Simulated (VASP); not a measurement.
Wanted: the native input for a VASP 6.6.1 run.

```yaml
Task: single point
Functional: PBE
Potentials_or_basis: VASP PAW PBE potentials, release 64 (Li_sv)
Cutoff: 520 eV
k_mesh: 12 × 12 × 12
Occupations: fermi-dirac, width 0.1 eV
Spin: no spin polarisation
Dipole_correction: no
Further_INCAR_settings: ALGO = Normal; EDIFF = 1e-06; NBANDS = 8
```

The structure of Li lies in POSCAR:

```
Li
1.0
    0.0000000000      2.1604092567      2.1604092567
    2.1604092567      0.0000000000      2.1604092567
    2.1604092567      2.1604092567      0.0000000000
Li
1
Direct
    0.0000000000      0.0000000000      0.0000000000
```

This isn't the form of Li at room conditions, which is bcc.

The input as run:

INCAR

```
SYSTEM = Li
PREC = Accurate
ENCUT = 520
EDIFF = 1E-6
ISMEAR = -1
SIGMA = 0.1
LREAL = .FALSE.
LASPH = .TRUE.
NELM = 100
ALGO = Normal
ISIF = 2
LWAVE = .FALSE.
LCHARG = .TRUE.
GGA = PE
LELF = .TRUE.
LVHAR = .TRUE.
NBANDS = 8
```

KPOINTS

```
regular mesh
0
G
  12 12 12
  0 0 0
```

Potentials or basis: VASP PAW PBE potentials, release 64 (Li_sv).

Launch:

```console
$ cat potpaw_PBE.64/Li_sv/POTCAR > POTCAR
$ mpirun -np 1 vasp_std > vasp.out
```

Results of the run:

```json
{"Band gap on the k mesh": "zero (an odd number of electrons rules out a gap without spin polarisation)"}
```

Run time: 11 s on 1 thread of Intel Xeon 8259CL (shared host), peak memory 0.13 GiB.
